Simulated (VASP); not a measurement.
# NiO (P4_2/mmc) in VASP: further runs

Runs on NiO. Level: PBE. Tasks: single point.

Program: VASP 6.6.1. These are calculated values, not measurements. Logs are shortened: lines on timing, memory, paths and dates and some standing lists are left out, and cuts for length are marked.

## Step 1: The cell of the first run

Symmetry: P4_2/mmc, No. 131, tetragonal system. The conventional cell has a = 2.829 Å, b = 2.829 Å, c = 5.016 Å, α = 90.00°, β = 90.00°, γ = 90.00°. Within 2.5 Å of Ni (site symmetry mmm) lie 4 O at 1.89 Å. O (site symmetry -4m2) has 4 Ni at 1.89 Å and 2 O at 2.51 Å within 2.6 Å.

## Step 2: Single point, PBE

Contents of INCAR:

```
PREC = Accurate
ENCUT = 700
EDIFF = 1E-6
ISMEAR = 0
SIGMA = 0.1
LREAL = F
LASPH = T
NELM = 120
ALGO = Normal
ISIF = 2
LWAVE = F
LCHARG = F
GGA = PE
NBANDS = 32
GGA_COMPAT = F
```

Contents of KPOINTS:

```
Automatic mesh
0
Gamma
  6 6 4
```

Contents of POSCAR:

```
NiO
1.0
    2.8288312977      0.0000000000      0.0000000000
    0.0000000000      2.8288312977      0.0000000000
    0.0000000000      0.0000000000      5.0163635950
Ni O
2 2
Direct
    0.0000000000      0.5000000000      0.5000000000
    0.5000000000      0.0000000000      0.0000000000
    0.0000000000      0.0000000000      0.2500000000
    0.0000000000      0.0000000000      0.7500000000
```

Potentials or basis: VASP PAW PBE potentials, release 64 (Ni_sv_GW, O).

Run with:

```console
$ cat potpaw_PBE.64/Ni_sv_GW/POTCAR potpaw_PBE.64/O/POTCAR > POTCAR
$ mpirun -np 1 vasp_std > vasp.out
```

OUTCAR:

```text
PREC = Accurate
   ENCUT = 700
   EDIFF = 1E-6
   ISMEAR = 0
   LREAL = F
   LASPH = T
   NELM = 120
   ISIF = 2
   GGA = PE

 ion  position               nearest neighbor table
   1  0.000  0.500  0.500-   3 1.89   4 1.89   3 1.89   4 1.89
   2  0.500  0.000  0.000-   3 1.89   4 1.89   3 1.89   4 1.89
   3  0.000  0.000  0.250-   1 1.89   2 1.89   1 1.89   2 1.89
   4  0.000  0.000  0.750-   1 1.89   2 1.89   1 1.89   2 1.89

  LATTYP: Found a simple tetragonal cell.
 ALAT       =     2.8288312977
 C/A-ratio  =     1.7732989589

  Lattice vectors:

 A1 = (   2.8288312977,   0.0000000000,   0.0000000000)
 A2 = (   0.0000000000,   2.8288312977,   0.0000000000)
 A3 = (   0.0000000000,   0.0000000000,   5.0163635950)

Analysis of symmetry for initial positions (statically):
=====================================================================
 Subroutine PRICEL returns:
 Original cell was already a primitive cell.

 Routine SETGRP: Setting up the symmetry group for a
 simple tetragonal supercell.

 Subroutine GETGRP returns: Found 16 space group operations
 (whereof  8 operations were pure point group operations)
 out of a pool of 16 trial point group operations.

The static configuration has the point symmetry D_2h.
 The point group associated with its full space group is D_4h.

Analysis of symmetry for dynamics (positions and initial velocities):
=====================================================================
 Subroutine PRICEL returns:
 Original cell was already a primitive cell.

 Routine SETGRP: Setting up the symmetry group for a
 simple tetragonal supercell.

 Subroutine GETGRP returns: Found 16 space group operations
 (whereof  8 operations were pure point group operations)
 out of a pool of 16 trial point group operations.

The dynamic configuration has the point symmetry D_2h.
 The point group associated with its full space group is D_4h.

 Subroutine INISYM returns: Found 16 space group operations
 (whereof  8 operations are pure point group operations),
 and found     1 'primitive' translations

----------------------------------------------------------------------------------------

                                     Primitive cell
[... 89 lines left out ...]
   ISPIN  =      1    spin polarized calculation?
   LNONCOLLINEAR =      F non collinear calculations
   LSORBIT =      F    spin-orbit coupling
   LASPH  =      T    aspherical Exc in radial PAW
   ENCUT  =  700.0 eV  51.45 Ry    7.17 a.u.   6.10  6.10 10.82*2*pi/ulx,y,z
   NELM   =    120;   NELMIN=  2; NELMDL= -5     # of ELM steps
   EDIFF  = 0.1E-05   stopping-criterion for ELM
   LREAL  =      F    real-space projection
   EDIFFG = 0.1E-04   stopping-criterion for IOM
   NSW    =      0    number of steps for IOM
   IBRION =     -1    ionic relax: 0-MD 1-quasi-New 2-CG
   NFREE  =      0    steps in history (QN), initial steepest desc. (CG)
   ISIF   =      2    stress and relaxation
   ISYM   =      2    0-nonsym 1-usesym 2-fastsym
   POTIM  = 0.5000    time-step for ionic-motion
   TEBEG  =    0.0;   TEEND  =   0.0 temperature during run
   PSTRESS=    0.0 pullay stress
   NELECT =      48.0000    total number of electrons
   NUPDOWN=      -1.0000    fix difference up-down
   EMIN   =  10.00;   EMAX   =-10.00  energy-range for DOS
   EFERMI =   0.00;   METHOD = LEGACY
   ISMEAR =     0;   SIGMA  =   0.10  broadening in eV -4-tet -1-fermi 0-gaus
   EFERMI_NEDOS =   21; number of points for ismear=-14 and -15
   IALGO  =     38    algorithm
   IMIX   =      4    mixing-type and parameters
     AMIX     =   0.40;   BMIX     =  1.00
     AMIX_MAG =   1.60;   BMIX_MAG =  1.00
  volume/ion in A,a.u.               =      10.04        67.72
  Fermi-wavevector in a.u.,A,eV,Ry     =   1.737618  3.283621 41.080274  3.019315
  Thomas-Fermi vector in A             =   2.810807
   LORBIT       =      0    0 simple, 1 ext, 2 COOP (PROOUT), +10 PAW based schemes
   GGA     = PE    functional components
   LHFCALC =     F    Hartree Fock is set to
   AEXX    =    0.0000 exact exchange contribution
   IVDW    =     0    specifies the selected vdW correction
   LEPSILON=     F    determine dielectric tensor
   LRPA    =     F    only Hartree local field effects (RPA)
 non-spin polarized calculation
 Gauss-broadening in eV      SIGMA  =   0.10
  energy-cutoff  :      700.00
  volume of cell :       40.14
 maximum number of plane-waves:      1728
   NGX = 13   NGY = 13   NGZ = 21

 number of electron      47.9999974 magnetization

 Free energy of the ion-electron system (eV)
  ---------------------------------------------------
  ext. energy  EPLUGINS =         0.00000000
  ---------------------------------------------------
  free energy    TOTEN  =       -26.21974068 eV

  energy without entropy =      -26.21060645  energy(sigma->0) =      -26.21517356

 E-fermi :   5.8302     XC(G=0): -12.2600

 val. band max:        5.7791422292   @ k =   0.5000   0.5000   0.5000
 cond. band min:       5.9011587414   @ k =   0.5000   0.5000   0.2500
 fundamental gap:      0.1220165123
 Fermi energy:         5.8302406828

 k-point     1 :       0.0000    0.0000    0.0000
  band No.  band energies     occupation
      1     -97.6748      2.00000
      2     -97.6745      2.00000
      3     -58.3984      2.00000
      4     -58.3984      2.00000
      5     -58.3722      2.00000
      6     -58.3556      2.00000
[... 829 lines left out ...]
     31      18.7552      0.00000
     32      21.6860      0.00000

 [... further k-points ...]

------------------------ aborting loop because EDIFF is reached ----------------------------------------

  FORCE on cell =-STRESS in cart. coord.  units (eV):
  Direction    XX          YY          ZZ          XY          YZ          ZX
  --------------------------------------------------------------------------------------
  -------------------------------------------------------------------------------------
  Total       -0.1945644     -0.1945644     -0.1667343     -0.0000000      0.0000000      0.0000000
  in kB       -7.7655269     -7.7655269     -6.6547585     -0.0000000      0.0000000      0.0000000
  external PRESSURE =      -7.3952708 kB  Pullay stress =       0.0000000 kB

 VOLUME and BASIS-vectors are now :
 -----------------------------------------------------------------------------
  energy-cutoff  :      700.00
  volume of cell :       40.14
      direct lattice vectors                 reciprocal lattice vectors
     2.828831298  0.000000000  0.000000000     0.353502876  0.000000000  0.000000000
     0.000000000  2.828831298  0.000000000     0.000000000  0.353502876  0.000000000
     0.000000000  0.000000000  5.016363595     0.000000000  0.000000000  0.199347591

 POSITION                                       TOTAL-FORCE (eV/Angst)
 -----------------------------------------------------------------------------------
      0.00000      1.41442      2.50818         0.000000      0.000000      0.000000
      1.41442      0.00000      0.00000         0.000000      0.000000      0.000000
      0.00000      0.00000      1.25409         0.000000     -0.000000     -0.000000
      0.00000      0.00000      3.76227        -0.000000      0.000000      0.000000
 -----------------------------------------------------------------------------------
    total drift:                                0.000000      0.000000     -0.000000

  FREE ENERGIE OF THE ION-ELECTRON SYSTEM (eV)
  ---------------------------------------------------
  free  energy   TOTEN  =       -26.2197406828 eV

  energy  without entropy=      -26.2106064468  energy(sigma->0) =      -26.21517356
```

OSZICAR:

```text
N       E                     dE             d eps       ncg     rms          rms(c)
DAV:   1     0.832678485821E+03    0.83268E+03   -0.32430E+04  3112   0.617E+03
DAV:   2     0.404742975654E+02   -0.79220E+03   -0.76018E+03  3632   0.153E+03
DAV:   3    -0.361445078057E+02   -0.76619E+02   -0.74903E+02  3832   0.504E+02
DAV:   4    -0.388579331701E+02   -0.27134E+01   -0.27114E+01  3112   0.667E+01
DAV:   5    -0.389156301415E+02   -0.57697E-01   -0.57635E-01  2944   0.983E+00    0.290E+01
DAV:   6    -0.407445805508E+02   -0.18290E+01   -0.11524E+02  3280   0.630E+02    0.345E+01
DAV:   7    -0.262539296603E+02    0.14491E+02   -0.56599E+01  3032   0.541E+02    0.606E+00
DAV:   8    -0.263025822961E+02   -0.48653E-01   -0.38391E+00  3520   0.286E+01    0.309E+00
DAV:   9    -0.262306006582E+02    0.71982E-01   -0.23656E-01  3736   0.270E+01    0.126E+00
DAV:  10    -0.262228412686E+02    0.77594E-02   -0.20323E-02  3472   0.331E+00    0.839E-01
DAV:  11    -0.262199919807E+02    0.28493E-02   -0.18969E-02  3360   0.343E+00    0.135E-01
DAV:  12    -0.262197702133E+02    0.22177E-03   -0.94220E-04  3384   0.669E-01    0.608E-02
DAV:  13    -0.262197435739E+02    0.26639E-04   -0.35793E-04  3112   0.289E-01    0.295E-02
DAV:  14    -0.262197414456E+02    0.21283E-05   -0.13216E-05  2712   0.960E-02    0.136E-02
DAV:  15    -0.262197401328E+02    0.13128E-05   -0.12389E-06  1544   0.119E-01    0.377E-03
DAV:  16    -0.262197406828E+02   -0.54991E-06   -0.47919E-06  1968   0.320E-02
   1 F= -.26219741E+02 E0= -.26215174E+02  d E =-.913424E-02
```

stdout:

```text
POSCAR found type information on POSCAR NiO
 POSCAR found :  2 types and       4 ions
 scaLAPACK will be used
 LDA part: xc-table for (Slater+PW92), standard interpolation
 POSCAR, INCAR and KPOINTS ok, starting setup
 FFT: planning ... GRIDC
 FFT: planning ... GRID_SOFT
 FFT: planning ... GRID
 WAVECAR not read
 entering main loop
```

It took 42 s on 1 thread of AMD EPYC 9R45 (Zen 5), shared host; peak memory 0.18 GiB.

Results:

- Free energy: -26.2197 eV
- Pressure: -0.7 GPa
- Band gap on the k mesh: zero (bands 24 and 25 overlap by 0.27 eV)

Stress tensor (GPa, compression positive):
```
-0.78  0.00  0.00
 0.00 -0.78  0.00
 0.00  0.00 -0.67
```

Levels at points of the mesh, in eV from the Fermi level:
| k point | band 22 | band 23 | band 24 | band 25 | band 26 | band 27 |
| --- | --- | --- | --- | --- | --- | --- |
| (0.00, 0.00, 0.00) | -1.24 | -1.11 | -1.10 | 1.51 | 1.51 | 2.64 |
| (0.50, 0.00, 0.00) | -0.92 | -0.65 | -0.19 | 0.99 | 1.16 | 4.13 |
| (0.50, 0.50, 0.00) | -1.29 | -0.51 | 0.16 | 0.16 | 1.93 | 2.34 |
| (0.00, 0.00, 0.50) | -1.17 | -0.59 | -0.59 | 0.82 | 0.82 | 4.48 |
| (0.50, 0.00, 0.50) | -1.20 | -1.00 | -0.42 | 0.92 | 1.55 | 4.60 |
| (0.50, 0.50, 0.50) | -1.09 | -0.05 | -0.05 | 0.45 | 0.45 | 4.56 |

Caveat: the k points lie up to 0.37 Å⁻¹ apart; the run has no spin polarisation, though such a crystal can be magnetic; semilocal functionals often make such compounds metallic where correlation or magnetic order opens a gap, which also shifts bond lengths.

## Step 3: Single point, PBE

Contents of INCAR:

```
SYSTEM = NiO
PREC = Accurate ; ENCUT = 700
EDIFF = 1E-6 ; ISMEAR = 0
SIGMA = 0.1 ; LREAL = .False.
LASPH = .True. ; NELM = 120
ALGO = Normal ; ISIF = 2
LWAVE = .False. ; LCHARG = .False.
GGA = PE ; NBANDS = 32
GGA_COMPAT = .False.
```

Contents of KPOINTS:

```
Automatic mesh
0
Gamma
  16 16 10
  0 0 0
```

Contents of POSCAR:

```
NiO
1.0
    2.8302264113      0.0000000000      0.0000000000
    0.0000000000      2.8302264113      0.0000000000
    0.0000000000      0.0000000000      5.0097353332
Ni O
2 2
Direct
    0.0000000000      0.5000000000      0.5000000000
    0.5000000000      0.0000000000      0.0000000000
    0.0000000000      0.0000000000      0.2500000000
    0.0000000000      0.0000000000      0.7500000000
```

Potentials or basis: VASP PAW PBE potentials, release 64 (Ni_sv_GW, O).

Run with:

```console
$ cat potpaw_PBE.64/Ni_sv_GW/POTCAR potpaw_PBE.64/O/POTCAR > POTCAR
$ mpirun -np 1 vasp_std > vasp.out
```

OUTCAR:

```text
SYSTEM = NiO
   PREC = Accurate
   ENCUT = 700
   EDIFF = 1E-6
   ISMEAR = 0
   LREAL = .False.
   LASPH = .True.
   NELM = 120
   ISIF = 2
   GGA = PE

 ion  position               nearest neighbor table
   1  0.000  0.500  0.500-   3 1.89   4 1.89   3 1.89   4 1.89
   2  0.500  0.000  0.000-   3 1.89   4 1.89   3 1.89   4 1.89
   3  0.000  0.000  0.250-   1 1.89   2 1.89   1 1.89   2 1.89
   4  0.000  0.000  0.750-   1 1.89   2 1.89   1 1.89   2 1.89

  LATTYP: Found a simple tetragonal cell.
 ALAT       =     2.8302264113
 C/A-ratio  =     1.7700828857

  Lattice vectors:

 A1 = (   2.8302264113,   0.0000000000,   0.0000000000)
 A2 = (   0.0000000000,   2.8302264113,   0.0000000000)
 A3 = (   0.0000000000,   0.0000000000,   5.0097353332)

Analysis of symmetry for initial positions (statically):
=====================================================================
 Subroutine PRICEL returns:
 Original cell was already a primitive cell.

 Routine SETGRP: Setting up the symmetry group for a
 simple tetragonal supercell.
[... 169 lines left out ...]
  free energy    TOTEN  =       -26.21149948 eV

  energy without entropy =      -26.20271361  energy(sigma->0) =      -26.20710655

 E-fermi :   5.8046     XC(G=0): -12.2613

 val. band max:        5.8006724614   @ k =   0.5000   0.1875   0.0000
 cond. band min:       5.8051372990   @ k =   0.5000   0.2500   0.0000
 fundamental gap:      0.0044648376
 Fermi energy:         5.8046143455

 k-point     1 :       0.0000    0.0000    0.0000
  band No.  band energies     occupation
      1     -97.6662      2.00000
      2     -97.6657      2.00000
      3     -58.4027      2.00000
      4     -58.4027      2.00000
      5     -58.3671      2.00000
      6     -58.3504      2.00000
[... 829 lines left out ...]
     31      19.2463      0.00000
     32      19.6274      0.00000

 [... further k-points ...]

------------------------ aborting loop because EDIFF is reached ----------------------------------------

  FORCE on cell =-STRESS in cart. coord.  units (eV):
  Direction    XX          YY          ZZ          XY          YZ          ZX
  --------------------------------------------------------------------------------------
  -------------------------------------------------------------------------------------
  Total       -0.1770756     -0.1770756     -0.1519931     -0.0000000      0.0000000      0.0000000
  in kB       -7.0698820     -7.0698820     -6.0684454     -0.0000000      0.0000000      0.0000000
  external PRESSURE =      -6.7360698 kB  Pullay stress =       0.0000000 kB

 VOLUME and BASIS-vectors are now :
 -----------------------------------------------------------------------------
  energy-cutoff  :      700.00
  volume of cell :       40.13
      direct lattice vectors                 reciprocal lattice vectors
     2.830226411  0.000000000  0.000000000     0.353328623  0.000000000  0.000000000
     0.000000000  2.830226411  0.000000000     0.000000000  0.353328623  0.000000000
     0.000000000  0.000000000  5.009735333     0.000000000  0.000000000  0.199611343

 POSITION                                       TOTAL-FORCE (eV/Angst)
 -----------------------------------------------------------------------------------
      0.00000      1.41511      2.50487         0.000000      0.000000      0.000000
      1.41511      0.00000      0.00000         0.000000      0.000000      0.000000
      0.00000      0.00000      1.25243         0.000000     -0.000000      0.000000
      0.00000      0.00000      3.75730         0.000000      0.000000      0.000000
 -----------------------------------------------------------------------------------
    total drift:                                0.000000      0.000000     -0.000000

  FREE ENERGIE OF THE ION-ELECTRON SYSTEM (eV)
  ---------------------------------------------------
  free  energy   TOTEN  =       -26.2114994791 eV

  energy  without entropy=      -26.2027136117  energy(sigma->0) =      -26.20710655
```

OSZICAR:

```text
N       E                     dE             d eps       ncg     rms          rms(c)
DAV:   1     0.821180343354E+03    0.82118E+03   -0.32505E+04 28248   0.623E+03
DAV:   2     0.377308686963E+02   -0.78345E+03   -0.75093E+03 32944   0.153E+03
DAV:   3    -0.362981295079E+02   -0.74029E+02   -0.72584E+02 34416   0.496E+02
DAV:   4    -0.388644868969E+02   -0.25664E+01   -0.25640E+01 27808   0.659E+01
DAV:   5    -0.389392291253E+02   -0.74742E-01   -0.74687E-01 26440   0.109E+01    0.293E+01
DAV:   6    -0.410969694283E+02   -0.21577E+01   -0.11605E+02 29512   0.638E+02    0.348E+01
DAV:   7    -0.262375686415E+02    0.14859E+02   -0.56585E+01 27424   0.547E+02    0.607E+00
DAV:   8    -0.263002282924E+02   -0.62660E-01   -0.38747E+00 31488   0.275E+01    0.319E+00
DAV:   9    -0.262223473478E+02    0.77881E-01   -0.23753E-01 33376   0.279E+01    0.129E+00
DAV:  10    -0.262152438067E+02    0.71035E-02   -0.21887E-02 29880   0.315E+00    0.895E-01
DAV:  11    -0.262118163030E+02    0.34275E-02   -0.21701E-02 30544   0.369E+00    0.150E-01
DAV:  12    -0.262115261437E+02    0.29016E-03   -0.12105E-03 29904   0.773E-01    0.617E-02
DAV:  13    -0.262115028510E+02    0.23293E-04   -0.39155E-04 28800   0.307E-01    0.316E-02
DAV:  14    -0.262115000164E+02    0.28346E-05   -0.14756E-05 24024   0.102E-01    0.132E-02
DAV:  15    -0.262114989512E+02    0.10651E-05   -0.26702E-06 16184   0.123E-01    0.365E-03
DAV:  16    -0.262114994791E+02   -0.52787E-06   -0.43753E-06 17312   0.317E-02
   1 F= -.26211499E+02 E0= -.26207107E+02  d E =-.878587E-02
```

stdout:

```text
POSCAR found type information on POSCAR NiO
 POSCAR found :  2 types and       4 ions
 scaLAPACK will be used
 LDA part: xc-table for (Slater+PW92), standard interpolation
 POSCAR, INCAR and KPOINTS ok, starting setup
 FFT: planning ... GRIDC
 FFT: planning ... GRID_SOFT
 FFT: planning ... GRID
 WAVECAR not read
 entering main loop
```

Run time: 9.2 min. Hardware: 1 thread of Intel Xeon Platinum 8259CL at 2.50GHz (Skylake/Cascade Lake), shared host; peak memory 0.59 GiB.

What came out:

- Free energy: -26.2115 eV
- Pressure: -0.7 GPa
- Band gap on the k mesh: zero (bands 24 and 25 overlap by 0.32 eV)

Levels at points of the mesh, in eV from the Fermi level:
| k point | band 21 | band 22 | band 23 | band 24 | band 25 | band 26 | band 27 | band 28 |
| --- | --- | --- | --- | --- | --- | --- | --- | --- |
| (0.00, 0.00, 0.00) | -1.29 | -1.20 | -1.07 | -1.07 | 1.54 | 1.54 | 2.68 | 6.53 |
| (0.50, 0.00, 0.00) | -1.27 | -0.88 | -0.62 | -0.15 | 1.01 | 1.19 | 4.18 | 6.93 |
| (0.50, 0.50, 0.00) | -1.44 | -1.24 | -0.49 | 0.20 | 0.20 | 1.95 | 2.37 | 8.08 |
| (0.00, 0.00, 0.50) | -1.14 | -1.14 | -0.55 | -0.55 | 0.85 | 0.85 | 4.51 | 4.51 |
| (0.50, 0.00, 0.50) | -1.48 | -1.16 | -0.96 | -0.38 | 0.95 | 1.58 | 4.64 | 7.07 |
| (0.50, 0.50, 0.50) | -1.05 | -1.05 | -0.01 | -0.01 | 0.48 | 0.48 | 4.59 | 4.59 |

Caveat: the run has no spin polarisation, though such a crystal can be magnetic; semilocal functionals often make such compounds metallic where correlation or magnetic order opens a gap, which also shifts bond lengths. Spin polarisation is off, so any magnetic state and its effect on volume and gap are missing.

The gap in the log of VASP goes by the Fermi energy; the results here count the filled bands.